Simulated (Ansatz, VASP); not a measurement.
Two plane-wave programs on In

```
In
1.0
     0.00000    2.36023    2.36023
     2.36023    0.00000    2.36023
     2.36023    2.36023    0.00000
In
1
Direct
  0.00000 0.00000 0.00000
```

Alike in both runs: task single point; functional r2SCAN; k mesh 16 × 16 × 16; occupations gaussian, width 0.05 eV; no spin polarisation.

|  | VASP | Ansatz |
| --- | --- | --- |
| version | VASP 6.6.1 | Ansatz 0.2.0 |
| potentials or method | VASP PAW PBE potentials, release 64 (In_d), cutoff 550 eV | scalar-relativistic, plane waves, PAW |
| valence electrons in the cell | 13 | 13 |

VASP gave:

* gap on the k mesh at the Fermi level (eV): none
* pressure (GPa): 0.1

Problem. What did Ansatz give for the same quantities?

Solution. gap on the k mesh at the Fermi level (eV): none; pressure (GPa): 0.0.

VASP's potentials were made for PBE, not for r2SCAN. A gap of «none» marks a metal or a gap that the smearing closes. With one functional, cell and mesh, what is left measures potentials, basis and numerics.
